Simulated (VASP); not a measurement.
# Cs8Sn3Pb5Br24 (P1) in VASP: single point with HSE06

Aim: the single point of Cs8Sn3Pb5Br24 with HSE06.

Program: VASP 6.6.1. These are calculated values, not measurements. Logs are shortened: lines on timing, memory, paths and dates and some standing lists are left out, and cuts for length are marked.

### 1 The cell of the first run

The typed cell holds 40 atoms: a = 11.549 Å, b = 11.549 Å, c = 11.549 Å, α = 90.00°, β = 90.00°, γ = 90.00°.

### 2 Single point, HSE06

The input, POSCAR:

```
Cs8Sn3Pb5Br24
1.0
   11.5492580000      0.0000000000      0.0000000000
    0.0000000000     11.5492580000      0.0000000000
    0.0000000000      0.0000000000     11.5492580000
Cs Sn Pb Br
8 3 5 24
Direct
    0.0083420000      0.9882250000      0.9714980000
    0.0052630000      0.9702710000      0.4851490000
    0.0043710000      0.4729650000      0.9781410000
    0.0025950000      0.4747550000      0.4694470000
    0.4980370000      0.0251630000      0.0309290000
    0.4963660000      0.0275800000      0.5221470000
    0.4952600000      0.5295930000      0.0152690000
    0.4930660000      0.5115190000      0.5297830000
    0.2502290000      0.2499210000      0.2501050000
    0.2504190000      0.2500870000      0.7500830000
    0.2502280000      0.7501170000      0.7499360000
    0.2503870000      0.7498950000      0.2500270000
    0.7503090000      0.2497190000      0.2498440000
    0.7504660000      0.2499500000      0.7500640000
    0.7503000000      0.7497790000      0.2502690000
    0.7503070000      0.7500500000      0.7502690000
    0.2267930000      0.2196940000      0.0002210000
    0.2740560000      0.2801870000      0.4999590000
    0.2864140000      0.7866560000      0.9973690000
    0.2140820000      0.7133420000      0.5034010000
    0.7795080000      0.2002760000      0.0001490000
    0.7214860000      0.2988510000      0.5004350000
    0.7113620000      0.7968730000      0.0000580000
    0.7888340000      0.7024270000      0.5002620000
    0.0035110000      0.2137970000      0.2783430000
    0.0035650000      0.2740370000      0.7235880000
    0.0005380000      0.7963090000      0.2191450000
    0.0031580000      0.7304210000      0.7880040000
    0.4973980000      0.2856850000      0.2216960000
    0.4972240000      0.2259200000      0.7766340000
    0.4999880000      0.7028380000      0.2813920000
    0.4969790000      0.7700160000      0.7123840000
    0.2877180000      0.0023060000      0.2848200000
    0.2275310000      0.0004200000      0.7184220000
    0.2125960000      0.4973840000      0.2153820000
    0.2728200000      0.4996130000      0.7818170000
    0.7082560000      0.9999090000      0.2957370000
    0.7758400000      0.0000120000      0.6994420000
    0.7922100000      0.4995370000      0.2041350000
    0.7247870000      0.4996590000      0.8003130000
```

The input, INCAR.step1:

```
SYSTEM = Cs8Sn3Pb5Br24
ALGO     = Normal         ! electronic algorithm
EDIFF    = 1E-5           ! SCF threshold, eV
ENCUT    = 520            ! plane-wave cutoff, eV
GGA      = PE             ! functional
ISIF     = 2              ! what is computed and relaxed
ISMEAR   = -1             ! smearing method
LASPH    = .TRUE.         ! aspherical terms in the spheres
LCHARG   = .FALSE.        ! write CHGCAR
LREAL    = Auto         
LUSENCCL = .FALSE.      
LWAVE    = .TRUE.         ! write WAVECAR
NBANDS   = 202            ! bands
NELM     = 100            ! most SCF steps
PREC     = Accurate       ! precision mode
SIGMA    = 0.05           ! smearing width, eV
```

The input, INCAR.step2:

```
SYSTEM = Cs8Sn3Pb5Br24
ALGO     = Normal         ! electronic algorithm
EDIFF    = 1E-6           ! SCF threshold, eV
ENCUT    = 520            ! plane-wave cutoff, eV
GGA      = PE             ! functional
HFSCREEN = 0.2079         ! screening, 1/A
ISIF     = 2              ! what is computed and relaxed
ISMEAR   = -1             ! smearing method
ISTART   = 1            
LASPH    = .TRUE.         ! aspherical terms in the spheres
LCHARG   = .FALSE.        ! write CHGCAR
LHFCALC  = .TRUE.         ! exact exchange
LREAL    = Auto         
LUSENCCL = .FALSE.      
LWAVE    = .FALSE.        ! write WAVECAR
NBANDS   = 202            ! bands
NELM     = 100            ! most SCF steps
PREC     = Accurate       ! precision mode
PRECFOCK = Fast         
SIGMA    = 0.05           ! smearing width, eV
```

The input, KPOINTS:

```
k-points
0
G
  1 1 1
  0 0 0
```

Potentials or basis: VASP PAW PBE potentials, release 64 (Cs_sv, Sn_d, Pb_d, Br).

Command:

```console
cat potpaw_PBE.64/Cs_sv/POTCAR potpaw_PBE.64/Sn_d/POTCAR potpaw_PBE.64/Pb_d/POTCAR potpaw_PBE.64/Br/POTCAR > POTCAR
cp INCAR.step1 INCAR
mpirun -np 1 vasp_gam > vasp.out
cp INCAR.step2 INCAR
mpirun -np 1 vasp_gam > vasp.out
```

OUTCAR:

```text
SYSTEM = Cs8Sn3Pb5Br24
   EDIFF = 1E-6
   ENCUT = 520
   GGA = PE
   HFSCREEN = 0.2079
   ISIF = 2
   ISMEAR = -1
   ISTART = 1
   LASPH = .TRUE.
   LHFCALC = .TRUE.
   LREAL = Auto
   NELM = 100
   PREC = Accurate
   PRECFOCK = Fast

 ion  position               nearest neighbor table
   1  0.008  0.988  0.971-
   2  0.005  0.970  0.485-
   3  0.004  0.473  0.978-
   4  0.003  0.475  0.469-
   5  0.498  0.025  0.031-
   6  0.496  0.028  0.522-
   7  0.495  0.530  0.015-
   8  0.493  0.512  0.530-
   9  0.250  0.250  0.250-  25 2.90  29 2.90  35 2.92  17 2.92  18 2.92  33 2.92
  10  0.250  0.250  0.750-  30 2.88  26 2.88  36 2.92  34 2.92  18 2.92  17 2.92
  11  0.250  0.750  0.750-  32 2.89  28 2.90  20 2.91  19 2.92  34 2.93  36 2.93
  12  0.250  0.750  0.250-  31 2.96  27 2.96  33 2.97  35 2.98  19 2.98  20 2.99
  13  0.750  0.250  0.250-  21 2.96  22 2.97  29 2.97  25 2.97  39 2.97  37 2.97
  14  0.750  0.250  0.750-  26 2.95  30 2.95  40 2.96  22 2.96  38 2.96  21 2.96
  15  0.750  0.750  0.250-  27 2.96  31 2.96  24 2.97  23 2.97  37 2.98  39 2.98
  16  0.750  0.750  0.750-  38 2.96  28 2.96  40 2.96  32 2.97  23 2.97  24 2.97
  17  0.227  0.220  0.000-   9 2.92  10 2.92
  18  0.274  0.280  0.500-   9 2.92  10 2.92
  19  0.286  0.787  0.997-  11 2.92  12 2.98
  20  0.214  0.713  0.503-  11 2.91  12 2.99
  21  0.780  0.200  0.000-  13 2.96  14 2.96
  22  0.721  0.299  0.500-  14 2.96  13 2.97
[... 16 lines left out ...]
  39  0.792  0.500  0.204-  13 2.97  15 2.98
  40  0.725  0.500  0.800-  14 2.96  16 2.96

  LATTYP: Found a simple cubic cell.
 ALAT       =    11.5492580000

  Lattice vectors:

 A1 = (  11.5492580000,   0.0000000000,   0.0000000000)
 A2 = (   0.0000000000,  11.5492580000,   0.0000000000)
 A3 = (   0.0000000000,   0.0000000000,  11.5492580000)

Analysis of symmetry for initial positions (statically):
=====================================================================
 Subroutine PRICEL returns:
 Original cell was already a primitive cell.

 Routine SETGRP: Setting up the symmetry group for a
 simple cubic supercell.

 Subroutine GETGRP returns: Found  1 space group operations
 (whereof  1 operations were pure point group operations)
 out of a pool of 48 trial point group operations.

The static configuration has the point symmetry C_1 .

Analysis of symmetry for dynamics (positions and initial velocities):
=====================================================================
 Subroutine PRICEL returns:
 Original cell was already a primitive cell.

 Routine SETGRP: Setting up the symmetry group for a
 simple cubic supercell.

 Subroutine GETGRP returns: Found  1 space group operations
 (whereof  1 operations were pure point group operations)
 out of a pool of 48 trial point group operations.

The dynamic configuration has the point symmetry C_1 .

 Subroutine INISYM returns: Found  1 space group operations
 (whereof  1 operations are pure point group operations),
 and found     1 'primitive' translations

----------------------------------------------------------------------------------------

                                     Primitive cell

  volume of cell :    1540.5019

  direct lattice vectors                    reciprocal lattice vectors
    11.549258000  0.000000000  0.000000000     0.086585649  0.000000000  0.000000000
     0.000000000 11.549258000  0.000000000     0.000000000  0.086585649  0.000000000
     0.000000000  0.000000000 11.549258000     0.000000000  0.000000000  0.086585649

  length of vectors
    11.549258000 11.549258000 11.549258000     0.086585649  0.086585649  0.086585649

  position of ions in fractional coordinates (direct lattice)
     0.008342000  0.988225000  0.971498000
     0.005263000  0.970271000  0.485149000
     0.004371000  0.472965000  0.978141000
     0.002595000  0.474755000  0.469447000
     0.498037000  0.025163000  0.030929000
     0.496366000  0.027580000  0.522147000
[... 32 lines left out ...]
     0.792210000  0.499537000  0.204135000
     0.724787000  0.499659000  0.800313000

  ion indices of the primitive-cell ions
   primitive index   ion index
                 1           1
                 2           2
                 3           3
                 4           4
                 5           5
                 6           6
[... 32 lines left out ...]
                39          39
                40          40

----------------------------------------------------------------------------------------

 KPOINTS: k-points

Automatic generation of k-mesh.
 Grid dimensions read from file:
 generate k-points for:    1    1    1

 Generating k-lattice:

  Cartesian coordinates                     Fractional coordinates (reciprocal lattice)
     0.086585649  0.000000000  0.000000000     1.000000000  0.000000000  0.000000000
     0.000000000  0.086585649  0.000000000     0.000000000  1.000000000  0.000000000
     0.000000000  0.000000000  0.086585649     0.000000000  0.000000000  1.000000000

  Length of vectors
     0.086585649  0.086585649  0.086585649

  Shift w.r.t. Gamma in fractional coordinates (k-lattice)
     0.000000000  0.000000000  0.000000000

 Subroutine IBZKPT returns following result:
 ===========================================

 Found      1 irreducible k-points:

 Following reciprocal coordinates:
            Coordinates               Weight
  0.000000  0.000000  0.000000      1.000000
   k-points           NKPTS =      1   k-points in BZ     NKDIM =      1   number of bands    NBANDS=    202
   number of dos      NEDOS =    301   number of ions     NIONS =     40
   total plane-waves  NPLWV = 729000
   dimension x,y,z NGX =    90 NGY =   90 NGZ =   90
   dimension x,y,z NGXF=   180 NGYF=  180 NGZF=  180
   ions per type =               8   3   5  24
   NGX,Y,Z   is equivalent  to a cutoff of  12.96, 12.96, 12.96 a.u.
   NGXF,Y,Z  is equivalent  to a cutoff of  25.91, 25.91, 25.91 a.u.
 SYSTEM =  Cs8Sn3Pb5Br24
   PREC   = accura    normal or accurate (medium, high low for compatibility)
   ISTART =      1    job   : 0-new  1-cont  2-samecut
   ICHARG =      0    charge: 1-file 2-atom 10-const
   ISPIN  =      1    spin polarized calculation?
   LNONCOLLINEAR =      F non collinear calculations
   LSORBIT =      F    spin-orbit coupling
   LASPH  =      T    aspherical Exc in radial PAW
   ENCUT  =  520.0 eV  38.22 Ry    6.18 a.u.  21.47 21.47 21.47*2*pi/ulx,y,z
   NELM   =    100;   NELMIN=  2; NELMDL=  0     # of ELM steps
   EDIFF  = 0.1E-05   stopping-criterion for ELM
   LREAL  =      T    real-space projection
   EDIFFG = 0.1E-04   stopping-criterion for IOM
   NSW    =      0    number of steps for IOM
   IBRION =     -1    ionic relax: 0-MD 1-quasi-New 2-CG
   NFREE  =      0    steps in history (QN), initial steepest desc. (CG)
   ISIF   =      2    stress and relaxation
   ISYM   =      3    0-nonsym 1-usesym 2-fastsym
   POTIM  = 0.5000    time-step for ionic-motion
   TEBEG  =    0.0;   TEEND  =   0.0 temperature during run
   PSTRESS=    0.0 pullay stress
   NELECT =     352.0000    total number of electrons
   NUPDOWN=      -1.0000    fix difference up-down
   EMIN   =  10.00;   EMAX   =-10.00  energy-range for DOS
   EFERMI =   0.00;   METHOD = LEGACY
   ISMEAR =    -1;   SIGMA  =   0.05  broadening in eV -4-tet -1-fermi 0-gaus
   EFERMI_NEDOS =   21; number of points for ismear=-14 and -15
   IALGO  =     38    algorithm
   IMIX   =      1    mixing-type and parameters
     AMIX     =   0.40;   BMIX     =  1.00
     AMIX_MAG =   1.60;   BMIX_MAG =  1.00
  volume/ion in A,a.u.               =      38.51       259.90
  Fermi-wavevector in a.u.,A,eV,Ry     =   1.000848  1.891329 13.628922  1.001698
  Thomas-Fermi vector in A             =   2.133232
   LORBIT       =      0    0 simple, 1 ext, 2 COOP (PROOUT), +10 PAW based schemes
   GGA     = PE    functional components
   LHFCALC =     T    Hartree Fock is set to
   PRECFOCK=fast      Normal, Fast or Accurate (Low or Medium for compatibility)
   ENCUT4O =  -1.0   cutoff for four orbital integrals eV
   NKREDX  =     1    reduce k-point grid by
   NKREDY  =     1    reduce k-point grid by
   NKREDZ  =     1    reduce k-point grid by
   AEXX    =    0.2500 exact exchange contribution
   HFSCREEN=    0.2079 screening length (either q_TF or 0.3 A-1)
   HFSCREENC=   0.2079 screening length for correlation (either q_TF or 0.3 A-1)
   ENCUTFOCK=  -1.0 apply spherical cutoff to Coloumb kernel
   IVDW    =     0    specifies the selected vdW correction
   LEPSILON=     F    determine dielectric tensor
   LRPA    =     F    only Hartree local field effects (RPA)
 non-spin polarized calculation
  energy-cutoff  :      520.00
  volume of cell :     1540.50
 maximum number of plane-waves:     20878
 NGX is ok and might be reduce to    90
  NGX = 48; NGY = 48; NGZ = 48

 number of electron     351.9999998 magnetization

 Free energy of the ion-electron system (eV)
  ---------------------------------------------------
  ext. energy  EPLUGINS =         0.00000000
  ---------------------------------------------------
  free energy    TOTEN  =      -146.71614079 eV

  energy without entropy =     -146.71614075  energy(sigma->0) =     -146.71614077

 E-fermi :   2.2947     XC(G=0):  -6.5542

 val. band max:        1.3837050384   @ k =   0.0000   0.0000   0.0000
 cond. band min:       3.2371566907   @ k =   0.0000   0.0000   0.0000
 fundamental gap:      1.8534516523
 Fermi energy:         2.2946662989

 k-point     1 :       0.0000    0.0000    0.0000
  band No.  band energies     occupation
      1     -22.5367      2.00000
      2     -22.5345      2.00000
      3     -22.5304      2.00000
      4     -22.5256      2.00000
      5     -22.5128      2.00000
      6     -22.5066      2.00000
[... 180 lines left out ...]
    187       4.1991      0.00000
    188       4.2230      0.00000
 [bands above 188 left out]

------------------------ aborting loop because EDIFF is reached ----------------------------------------

  FORCE on cell =-STRESS in cart. coord.  units (eV):
  Direction    XX          YY          ZZ          XY          YZ          ZX
  --------------------------------------------------------------------------------------
  -------------------------------------------------------------------------------------
  Total       24.1378500     21.5527322     21.6462097     -0.4497325      0.5512639     -0.4267015
  in kB       25.1042306     22.4156153     22.5128353     -0.4677380      0.5733343     -0.4437849
  external PRESSURE =      23.3442271 kB  Pullay stress =       0.0000000 kB

 VOLUME and BASIS-vectors are now :
 -----------------------------------------------------------------------------
  energy-cutoff  :      520.00
  volume of cell :     1540.50
      direct lattice vectors                 reciprocal lattice vectors
    11.549258000  0.000000000  0.000000000     0.086585649  0.000000000  0.000000000
     0.000000000 11.549258000  0.000000000     0.000000000  0.086585649  0.000000000
     0.000000000  0.000000000 11.549258000     0.000000000  0.000000000  0.086585649

 POSITION                                       TOTAL-FORCE (eV/Angst)
 -----------------------------------------------------------------------------------
      0.09634     11.41327     11.22008        -0.002108      0.020968      0.010729
      0.06078     11.20591      5.60311         0.002851      0.041681      0.027358
      0.05048      5.46239     11.29680         0.011957      0.009014     -0.012101
      0.02997      5.48307      5.42176         0.011537      0.009358      0.044669
      5.75196      0.29061      0.35721        -0.015128     -0.012139     -0.047349
      5.73266      0.31853      6.03041        -0.016113     -0.012336      0.008607
[... 32 lines left out ...]
      9.14944      5.76928      2.35761         0.147453      0.004908     -0.185276
      8.37075      5.77069      9.24302        -0.132485      0.001733      0.229401
 -----------------------------------------------------------------------------------
    total drift:                                0.062201     -0.005833     -0.004249

  FREE ENERGIE OF THE ION-ELECTRON SYSTEM (eV)
  ---------------------------------------------------
  free  energy   TOTEN  =      -146.7161407938 eV

  energy  without entropy=     -146.7161407455  energy(sigma->0) =     -146.71614077
```

Run time: 7.2 min. Hardware: 1 × NVIDIA H100 80GB with 1 thread of AMD EPYC 7R13 (Zen 3), shared host; peak memory 1.9 GiB.

Results:

```
Free energy            : -146.7161 eV
Pressure               : 2.3 GPa
Largest force          : 0.284 eV/Å
Band gap on the k mesh : 1.85 eV
```

Forces in eV/Å, atoms in the order of the input:
```
Cs  -0.002  0.021  0.011
Cs   0.003  0.042  0.027
Cs   0.012  0.009 -0.012
Cs   0.012  0.009  0.045
Cs  -0.015 -0.012 -0.047
Cs  -0.016 -0.012  0.009
Cs  -0.005 -0.043 -0.030
Cs  -0.002 -0.020 -0.013
Sn   0.013 -0.003  0.005
Sn   0.008  0.002  0.002
Sn   0.016  0.009 -0.006
Pb   0.009  0.001  0.000
Pb   0.003  0.001  0.002
Pb   0.005 -0.002  0.004
Pb   0.000 -0.004  0.003
Pb   0.002  0.001  0.005
Br  -0.176 -0.204 -0.005
Br   0.174  0.203  0.010
Br   0.192  0.191  0.083
Br  -0.193 -0.191 -0.081
Br   0.114 -0.218  0.005
Br  -0.122  0.219 -0.015
Br  -0.150  0.195 -0.006
Br   0.148 -0.198  0.011
Br  -0.067 -0.222  0.157
Br  -0.072  0.159 -0.182
Br   0.005  0.196 -0.147
Br  -0.066 -0.127  0.223
Br   0.064  0.226 -0.158
Br   0.068 -0.161  0.181
Br  -0.008 -0.196  0.145
Br   0.060  0.127 -0.228
Br   0.194 -0.052  0.189
Br  -0.167 -0.023 -0.214
Br  -0.199  0.054 -0.187
Br   0.166  0.018  0.211
Br  -0.151 -0.001  0.185
Br   0.128  0.000 -0.227
Br   0.147  0.005 -0.185
Br  -0.132  0.002  0.229
```

Stress tensor (GPa, compression positive):
```
 2.51 -0.05 -0.04
-0.05  2.24  0.06
-0.04  0.06  2.25
```

Levels at points of the mesh, in eV from the valence-band top:
| k point | band 174 | band 175 | band 176 | band 177 | band 178 | band 179 |
| --- | --- | --- | --- | --- | --- | --- |
| (0.00, 0.00, 0.00) | -1.11 | -0.83 | 0.00 | 1.85 | 1.88 | 1.92 |

Caveat: the k points lie up to 0.54 Å⁻¹ apart; the PAW data sets were made with another functional, which shifts forces and pressure a little; spin-orbit coupling is left out, which moves the levels of the heavy elements. A k mesh can miss the band edges.
